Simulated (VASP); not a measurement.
Crystal: PbW.

```xyz
2
Lattice="0.0000 2.9375 2.9375 2.9375 0.0000 2.9375 2.9375 2.9375 0.0000" Properties=species:S:1:pos:R:3 pbc="T T T"
Pb    1.4688    1.4688    1.4688
W     0.0000    0.0000    0.0000
```

| Item | Value |
| --- | --- |
| Program | VASP 6.6.1 |
| Task | relaxation of cell and atoms |
| Functional | PBE |
| Potentials or basis | VASP PAW PBE potentials, release 64 (Pb_d, W_sv) |
| Cutoff | 600 eV |
| k mesh | 6 × 6 × 6 |
| Occupations | gaussian, width 0.1 eV |
| Spin | no spin polarisation |

At the start: pressure 24.1 GPa; volume 25.35 Å³/atom.

Task: Where does the relaxation end?

Result: Over 5 steps the energy falls by 379.2 meV/atom and the volume is 31.53 Å³/atom (+24.4 %); space group F-43m (No. 216, to 0.05 Å).

Step by step:
```
step  energy change (eV)  largest force (eV/Å)  pressure (GPa)  volume (Å³)
   1              0.0000                0.0000           24.14        50.70
   2              0.0482                0.0000           -9.13        84.20
   3             -0.7563                0.0000           -0.81        63.91
   4             -0.7582                0.0000           -0.23        63.33
   5             -0.7584                0.0000            0.04        63.06
```

Final structure:
```
CELL_PARAMETERS angstrom
0.00000 3.15912 3.15912
3.15912 0.00000 3.15912
3.15912 3.15912 0.00000
ATOMIC_POSITIONS crystal
Pb 0.25000 0.25000 0.25000
W 0.00000 0.00000 0.00000
```

Caveat: the volume moved by over 15 % at a fixed basis, so the end points are rough.
